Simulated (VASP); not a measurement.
# BN (P6_3mc) in VASP: notebook, part 2 of 2

VASP 6.6.1. Earlier steps stand in the parts before.

## Step 3: Single point, r2SCAN (strain +0.000 along x and y, -0.080 along z)

File POSCAR:

```
BN
1.0
    2.5539396017      0.0000000000      0.0000000000
   -1.2769698009      2.2117765748      0.0000000000
    0.0000000000      0.0000000000      3.8887066000
B N
2 2
Direct
    0.6666666667      0.3333333333      0.9997240000
    0.3333333333      0.6666666667      0.4997240000
    0.6666666667      0.3333333333      0.6252760000
    0.3333333333      0.6666666667      0.1252760000
```

File INCAR.step1:

```
ALGO = Normal
EDIFF = 1E-4
ENCUT = 520
GGA = PE
ISMEAR = 0
LASPH = True
LCHARG = False
LREAL = False
LWAVE = True
NBANDS = 16
NELM = 60
PREC = Accurate
SIGMA = 0.05
```

File INCAR.step2:

```
ALGO = Normal
EDIFF = 1E-7
ENCUT = 520
ISIF = 2
ISMEAR = 0
ISTART = 1
LASPH = True
LCHARG = False
LMIXTAU = True
LREAL = False
LWAVE = False
METAGGA = R2SCAN
NBANDS = 16
NELM = 60
PREC = Accurate
SIGMA = 0.05
```

File KPOINTS:

```
k-points
0
Gamma
  12 12 6
```

Potentials or basis: VASP PAW PBE potentials, release 64 (B, N).

Launch:

```
> cat potpaw_PBE.64/B/POTCAR potpaw_PBE.64/N/POTCAR > POTCAR
> cp INCAR.step1 INCAR
> mpirun -np 1 vasp_std > vasp.out
> cp INCAR.step2 INCAR
> mpirun -np 1 vasp_std > vasp.out
```

OUTCAR:

```text
EDIFF = 1E-7
   ENCUT = 520
   ISIF = 2
   ISMEAR = 0
   ISTART = 1
   LASPH = True
   LREAL = False
   METAGGA = R2SCAN
   NELM = 60
   PREC = Accurate

 ion  position               nearest neighbor table
   1  0.667  0.333  1.000-   3 1.46   4 1.55   4 1.55   4 1.55
   2  0.333  0.667  0.500-   4 1.46   3 1.55   3 1.55   3 1.55
   3  0.667  0.333  0.625-   1 1.46   2 1.55   2 1.55   2 1.55
   4  0.333  0.667  0.125-   2 1.46   1 1.55   1 1.55   1 1.55

  LATTYP: Found a hexagonal cell.
 ALAT       =     2.5539396017
 C/A-ratio  =     1.5226306047

  Lattice vectors:

 A1 = (   2.5539396017,   0.0000000000,   0.0000000000)
 A2 = (  -1.2769698009,   2.2117765748,   0.0000000000)
 A3 = (   0.0000000000,   0.0000000000,   3.8887066000)

Analysis of symmetry for initial positions (statically):
=====================================================================
 Subroutine PRICEL returns:
 Original cell was already a primitive cell.

 Routine SETGRP: Setting up the symmetry group for a
 hexagonal supercell.

 Subroutine GETGRP returns: Found 12 space group operations
 (whereof  6 operations were pure point group operations)
 out of a pool of 24 trial point group operations.

The static configuration has the point symmetry C_3v.
 The point group associated with its full space group is C_6v.

Analysis of symmetry for dynamics (positions and initial velocities):
=====================================================================
 Subroutine PRICEL returns:
 Original cell was already a primitive cell.

 Routine SETGRP: Setting up the symmetry group for a
 hexagonal supercell.

 Subroutine GETGRP returns: Found 12 space group operations
 (whereof  6 operations were pure point group operations)
 out of a pool of 24 trial point group operations.

The dynamic configuration has the point symmetry C_3v.
 The point group associated with its full space group is C_6v.

 Subroutine INISYM returns: Found 12 space group operations
 (whereof  6 operations are pure point group operations),
 and found     1 'primitive' translations

----------------------------------------------------------------------------------------

                                     Primitive cell

  volume of cell :      21.9663

  direct lattice vectors                    reciprocal lattice vectors
     2.553939602  0.000000000  0.000000000     0.391551938  0.226062617  0.000000000
    -1.276969801  2.211776575  0.000000000     0.000000000  0.452125233  0.000000000
     0.000000000  0.000000000  3.888706600     0.000000000  0.000000000  0.257154911

  length of vectors
     2.553939602  2.553939602  3.888706600     0.452125233  0.452125233  0.257154911

  position of ions in fractional coordinates (direct lattice)
     0.666666667  0.333333333  0.999724000
     0.333333333  0.666666667  0.499724000
     0.666666667  0.333333333  0.625276000
     0.333333333  0.666666667  0.125276000

  ion indices of the primitive-cell ions
   primitive index   ion index
                 1           1
                 2           2
                 3           3
                 4           4

----------------------------------------------------------------------------------------

 KPOINTS: k-points

Automatic generation of k-mesh.
 Grid dimensions read from file:
 generate k-points for:   12   12    6

 Generating k-lattice:

  Cartesian coordinates                     Fractional coordinates (reciprocal lattice)
     0.032629328  0.018838551  0.000000000     0.083333333 -0.000000000  0.000000000
     0.000000000  0.037677103  0.000000000     0.000000000  0.083333333  0.000000000
     0.000000000  0.000000000  0.042859152     0.000000000  0.000000000  0.166666667

  Length of vectors
     0.037677103  0.037677103  0.042859152

  Shift w.r.t. Gamma in fractional coordinates (k-lattice)
     0.000000000  0.000000000  0.000000000

 Subroutine IBZKPT returns following result:
 ===========================================

 Found     76 irreducible k-points:

 Following reciprocal coordinates:
            Coordinates               Weight
  0.000000  0.000000  0.000000      1.000000
  0.083333  0.000000  0.000000      6.000000
  0.166667  0.000000  0.000000      6.000000
  0.250000  0.000000  0.000000      6.000000
  0.333333  0.000000  0.000000      6.000000
  0.416667  0.000000  0.000000      6.000000
[... 16 lines left out ...]
  0.250000  0.000000  0.166667     12.000000
  0.333333  0.000000  0.166667     12.000000
 [... further k-points ...]
   k-points           NKPTS =     76   k-points in BZ     NKDIM =     76   number of bands    NBANDS=     16
   number of dos      NEDOS =    301   number of ions     NIONS =      4
   total plane-waves  NPLWV =  12000
   dimension x,y,z NGX =    20 NGY =   20 NGZ =   30
   dimension x,y,z NGXF=    40 NGYF=   40 NGZF=   60
   ions per type =               2   2
   NGX,Y,Z   is equivalent  to a cutoff of  13.02, 13.02, 12.83 a.u.
   NGXF,Y,Z  is equivalent  to a cutoff of  26.04, 26.04, 25.65 a.u.
 SYSTEM =  unknown system
   PREC   = accura    normal or accurate (medium, high low for compatibility)
   ISTART =      1    job   : 0-new  1-cont  2-samecut
   ICHARG =      0    charge: 1-file 2-atom 10-const
   ISPIN  =      1    spin polarized calculation?
   LNONCOLLINEAR =      F non collinear calculations
   LSORBIT =      F    spin-orbit coupling
   LASPH  =      T    aspherical Exc in radial PAW
   ENCUT  =  520.0 eV  38.22 Ry    6.18 a.u.   4.75  4.75  7.23*2*pi/ulx,y,z
   NELM   =     60;   NELMIN=  2; NELMDL=  0     # of ELM steps
   EDIFF  = 0.1E-06   stopping-criterion for ELM
   LREAL  =      F    real-space projection
   EDIFFG = 0.1E-05   stopping-criterion for IOM
   NSW    =      0    number of steps for IOM
   IBRION =     -1    ionic relax: 0-MD 1-quasi-New 2-CG
   NFREE  =      0    steps in history (QN), initial steepest desc. (CG)
   ISIF   =      2    stress and relaxation
   ISYM   =      2    0-nonsym 1-usesym 2-fastsym
   POTIM  = 0.5000    time-step for ionic-motion
   TEBEG  =    0.0;   TEEND  =   0.0 temperature during run
   PSTRESS=    0.0 pullay stress
   NELECT =      16.0000    total number of electrons
   NUPDOWN=      -1.0000    fix difference up-down
   EMIN   =  10.00;   EMAX   =-10.00  energy-range for DOS
   EFERMI =   0.00;   METHOD = LEGACY
   ISMEAR =     0;   SIGMA  =   0.05  broadening in eV -4-tet -1-fermi 0-gaus
   EFERMI_NEDOS =   21; number of points for ismear=-14 and -15
   IALGO  =     38    algorithm
   IMIX   =      4    mixing-type and parameters
     AMIX     =   0.40;   BMIX     =  1.00
     AMIX_MAG =   1.60;   BMIX_MAG =  1.00
  volume/ion in A,a.u.               =       5.49        37.06
  Fermi-wavevector in a.u.,A,eV,Ry     =   1.472976  2.783522 29.520012  2.169660
  Thomas-Fermi vector in A             =   2.587926
   LORBIT       =      0    0 simple, 1 ext, 2 COOP (PROOUT), +10 PAW based schemes
   METAGGA = R2SCAN    functional components
   LHFCALC =     F    Hartree Fock is set to
   AEXX    =    0.0000 exact exchange contribution
   IVDW    =     0    specifies the selected vdW correction
   LEPSILON=     F    determine dielectric tensor
   LRPA    =     F    only Hartree local field effects (RPA)
 non-spin polarized calculation
 Gauss-broadening in eV      SIGMA  =   0.05
  energy-cutoff  :      520.00
  volume of cell :       21.97
 maximum number of plane-waves:       603
 NGX is ok and might be reduce to    20
   NGX =  9   NGY =  9   NGZ = 15

 number of electron      16.0000002 magnetization

 Free energy of the ion-electron system (eV)
  ---------------------------------------------------
  ext. energy  EPLUGINS =         0.00000000
  ---------------------------------------------------
  free energy    TOTEN  =       -37.70505330 eV

  energy without entropy =      -37.70505330  energy(sigma->0) =      -37.70505330

 E-fermi :   8.5874     XC(G=0): -14.0129

 val. band max:        8.3158119915   @ k =   0.0000   0.0000   0.0000
 cond. band min:      14.2296782669   @ k =   0.3333   0.3333   0.0000
 fundamental gap:      5.9138662753
 Fermi energy:         8.5874350908

 k-point     1 :       0.0000    0.0000    0.0000
  band No.  band energies     occupation
      1     -14.0378      2.00000
      2      -8.6548      2.00000
      3      -3.4432      2.00000
      4       5.2106      2.00000
      5       5.2106      2.00000
      6       8.1167      2.00000
[... 433 lines left out ...]
      3      -1.6253      2.00000
      4       0.4785      2.00000
      5       2.0153      2.00000
      6       2.9676      2.00000
[... 8 lines left out ...]
     15      26.3690      0.00000
     16      27.2174      0.00000

 [... further k-points ...]
[... 5 lines left out ...]
  --------------------------------------------------------------------------------------
  -------------------------------------------------------------------------------------
  Total        0.3637367      0.3637367     14.7906140     -0.0000000     -0.0000000     -0.0000000
  in kB       26.5302058     26.5302058   1078.7970039     -0.0000000     -0.0000000     -0.0000000
  external PRESSURE =     377.2858052 kB  Pullay stress =       0.0000000 kB

 VOLUME and BASIS-vectors are now :
 -----------------------------------------------------------------------------
  energy-cutoff  :      520.00
  volume of cell :       21.97
      direct lattice vectors                 reciprocal lattice vectors
     2.553939602  0.000000000  0.000000000     0.391551938  0.226062617  0.000000000
    -1.276969801  2.211776575  0.000000000     0.000000000  0.452125233  0.000000000
     0.000000000  0.000000000  3.888706600     0.000000000  0.000000000  0.257154911

 POSITION                                       TOTAL-FORCE (eV/Angst)
 -----------------------------------------------------------------------------------
      1.27697      0.73726      3.88763        -0.000000     -0.000000      0.697341
     -0.00000      1.47452      1.94328        -0.000000      0.000000      0.697341
      1.27697      0.73726      2.43151        -0.000000      0.000000     -0.697341
     -0.00000      1.47452      0.48716         0.000000     -0.000000     -0.697341
 -----------------------------------------------------------------------------------
    total drift:                                0.000000      0.000000     -0.002439

  FREE ENERGIE OF THE ION-ELECTRON SYSTEM (eV)
  ---------------------------------------------------
  free  energy   TOTEN  =       -37.7050533048 eV

  energy  without entropy=      -37.7050533048  energy(sigma->0) =      -37.70505330
```

Run time: 3.2 min. Hardware: 1 thread of Intel Xeon 8259CL, shared host; peak memory 0.14 GiB.

What came out:

* Free energy: -37.7051 eV
* Pressure: 37.7 GPa
* Largest force: 0.697 eV/Å
* Band gap on the k mesh: 5.91 eV (least direct gap 8.51 eV)

Forces in eV/Å, atoms in the order of the input:
```
B    0.000  0.000  0.697
B    0.000  0.000  0.697
N    0.000  0.000 -0.697
N    0.000  0.000 -0.697
```

Caveat: the cell differs from its parent crystal (strain +0.000 along x and y, -0.080 along z); the stress differs along the axes, from 3 to 108 GPa; the PAW data sets were made with another functional, which shifts forces and pressure a little. A k mesh can miss the band edges.

## Step 4: Single point, r2SCAN (strain -0.040 along x and y, +0.000 along z)

File POSCAR:

```
BN
1.0
    2.4517820176      0.0000000000      0.0000000000
   -1.2258910088      2.1233055118      0.0000000000
    0.0000000000      0.0000000000      4.2268550000
B N
2 2
Direct
    0.6666666667      0.3333333333      0.9997240000
    0.3333333333      0.6666666667      0.4997240000
    0.6666666667      0.3333333333      0.6252760000
    0.3333333333      0.6666666667      0.1252760000
```

File INCAR.step1:

```
SYSTEM = BN
PREC = Accurate
ENCUT = 520
ISMEAR = 0
SIGMA = 0.05
LREAL = .FALSE.
LASPH = .TRUE.
NELM = 60
NBANDS = 16
GGA = PE
ALGO = Normal
EDIFF = 1E-4
LWAVE = .TRUE.
LCHARG = .FALSE.
```

File INCAR.step2:

```
SYSTEM = BN
PREC = Accurate
ENCUT = 520
EDIFF = 1E-7
ISMEAR = 0
SIGMA = 0.05
LREAL = .FALSE.
LASPH = .TRUE.
NELM = 60
ALGO = Normal
ISIF = 2
LWAVE = .FALSE.
LCHARG = .FALSE.
METAGGA = R2SCAN
LMIXTAU = .TRUE.
NBANDS = 16
ISTART = 1
```

File KPOINTS:

```
Automatic mesh
0
G
  12 12 6
  0 0 0
```

Launch:

```
> cat potpaw_PBE.64/B/POTCAR potpaw_PBE.64/N/POTCAR > POTCAR
> cp INCAR.step1 INCAR
> mpirun -np 1 vasp_std > vasp.out
> cp INCAR.step2 INCAR
> mpirun -np 1 vasp_std > vasp.out
```

Wall time 2.7 min (1 thread of Intel Xeon 8259CL, shared host); peak memory 0.14 GiB.

The run converged. Its results:

| Item | Value |
| --- | --- |
| Free energy | -38.0151 eV |
| Pressure | 33.0 GPa |
| Largest force | 0.121 eV/Å |
| Band gap on the k mesh | 5.42 eV (least direct gap 8.26 eV) |

Forces in eV/Å, atoms in the order of the input:
```
B    0.000  0.000 -0.121
B    0.000  0.000 -0.121
N    0.000  0.000  0.121
N    0.000  0.000  0.121
```

Stress tensor (GPa, compression positive):
```
49.05  0.00  0.00
 0.00 49.05  0.00
 0.00  0.00  0.88
```

Levels at points of the mesh, in eV from the valence-band top:
| k point | band 6 | band 7 | band 8 | band 9 | band 10 | band 11 |
| --- | --- | --- | --- | --- | --- | --- |
| (0.00, 0.00, 0.00) | -0.54 | 0.00 | 0.00 | 8.26 | 9.76 | 9.76 |
| (0.50, 0.00, 0.00) | -5.34 | -4.85 | -2.54 | 7.98 | 8.46 | 12.01 |
| (0.00, 0.00, 0.50) | -1.12 | -1.12 | -1.12 | 11.33 | 11.33 | 11.33 |
| (0.50, 0.00, 0.50) | -4.22 | -4.14 | -4.14 | 7.23 | 7.23 | 11.03 |

Caveat: the cell differs from its parent crystal (strain -0.040 along x and y, +0.000 along z); the stress differs along the axes, from 1 to 49 GPa; the PAW data sets were made with another functional, which shifts forces and pressure a little.

## Step 5: Single point, r2SCAN (strain +0.000 along x and y, -0.040 along z)

File POSCAR:

```
BN
1.0
    2.5539396017      0.0000000000      0.0000000000
   -1.2769698009      2.2117765748      0.0000000000
    0.0000000000      0.0000000000      4.0577808000
B N
2 2
Direct
    0.6666666667      0.3333333333      0.9997240000
    0.3333333333      0.6666666667      0.4997240000
    0.6666666667      0.3333333333      0.6252760000
    0.3333333333      0.6666666667      0.1252760000
```

File INCAR.step1:

```
SYSTEM = BN
ALGO = Normal
EDIFF = 1E-4
ENCUT = 520
GGA = PE
ISMEAR = 0
LASPH = .TRUE.
LCHARG = .FALSE.
LREAL = .FALSE.
LWAVE = .TRUE.
NBANDS = 16
NELM = 60
PREC = Accurate
SIGMA = 0.05
```

File INCAR.step2:

```
SYSTEM = BN
ALGO = Normal
EDIFF = 1E-6
ENCUT = 520
ISIF = 2
ISMEAR = 0
ISTART = 1
LASPH = .TRUE.
LCHARG = .FALSE.
LMIXTAU = .TRUE.
LREAL = .FALSE.
LWAVE = .FALSE.
METAGGA = R2SCAN
NBANDS = 16
NELM = 60
PREC = Accurate
SIGMA = 0.05
```

File KPOINTS:

```
k-points
0
G
  12 12 6
  0 0 0
```

Launch:

```
> cat potpaw_PBE.64/B/POTCAR potpaw_PBE.64/N/POTCAR > POTCAR
> cp INCAR.step1 INCAR
> mpirun -np 1 vasp_std > vasp.out
> cp INCAR.step2 INCAR
> mpirun -np 1 vasp_std > vasp.out
```

Wall time 2.6 min (1 thread of Intel Xeon 8259CL, shared host); peak memory 0.15 GiB.

The run converged. Its results:

```
Free energy            : -38.1505 eV
Pressure               : 14.0 GPa
Largest force          : 0.140 eV/Å
Band gap on the k mesh : 5.82 eV (least direct gap 8.78 eV)
```

Forces on the atoms (eV/Å):
```
B    0.000  0.000  0.140
B    0.000  0.000  0.140
N    0.000  0.000 -0.140
N    0.000  0.000 -0.140
```

Stress tensor (GPa, compression positive):
```
-0.88  0.00  0.00
 0.00 -0.88  0.00
 0.00  0.00 43.90
```

Levels at points of the mesh, in eV from the valence-band top:
| k point | band 5 | band 6 | band 7 | band 8 | band 9 | band 10 | band 11 | band 12 |
| --- | --- | --- | --- | --- | --- | --- | --- | --- |
| (0.00, 0.00, 0.00) | -2.60 | -0.19 | 0.00 | 0.00 | 8.81 | 8.81 | 9.74 | 10.69 |
| (0.50, 0.00, 0.00) | -7.44 | -5.58 | -4.78 | -2.08 | 6.97 | 8.98 | 11.24 | 12.35 |
| (0.00, 0.00, 0.50) | -1.45 | -1.45 | -1.45 | -1.45 | 9.93 | 9.93 | 10.58 | 10.58 |
| (0.50, 0.00, 0.50) | -4.13 | -4.13 | -3.61 | -3.61 | 7.38 | 7.38 | 11.24 | 11.24 |

Caveat: the cell differs from its parent crystal (strain +0.000 along x and y, -0.040 along z); the stress differs along the axes, from -1 to 44 GPa; the PAW data sets were made with another functional, which shifts forces and pressure a little. A k mesh can miss the band edges.

## Step 6: Overview

```tsv
cell	gap on the mesh (eV)	pressure (GPa)	largest force (eV/Å)
a = 2.350, b = 2.350, c = 4.565 Å, angles 90.0, 90.0, 120.0°, 4 atoms	4.06	50.0	0.41
a = 2.554, b = 2.554, c = 3.889 Å, angles 90.0, 90.0, 120.0°, 4 atoms	5.91	37.7	0.70
a = 2.452, b = 2.452, c = 4.227 Å, angles 90.0, 90.0, 120.0°, 4 atoms	5.42	33.0	0.12
a = 2.554, b = 2.554, c = 4.058 Å, angles 90.0, 90.0, 120.0°, 4 atoms	5.82	14.0	0.14
```

Alike in all rows: task single point; level r2SCAN; potentials or basis VASP PAW PBE potentials, release 64 (B, N); no spin polarisation; k mesh 12 × 12 × 6; cutoff (eV) 520; smearing gaussian 0.05 eV.

Caveats: the PAW data sets were made with another functional, which shifts forces and pressure a little; the stress differs along the axes, from -70 to 110 GPa (at least some runs); the stress differs along the axes, from 3 to 108 GPa (at least some runs); the stress differs along the axes, from 1 to 49 GPa (at least some runs); the stress differs along the axes, from -1 to 44 GPa (at least some runs).

Total energies depend on the potentials used, so only differences within one code and one set of settings carry meaning.
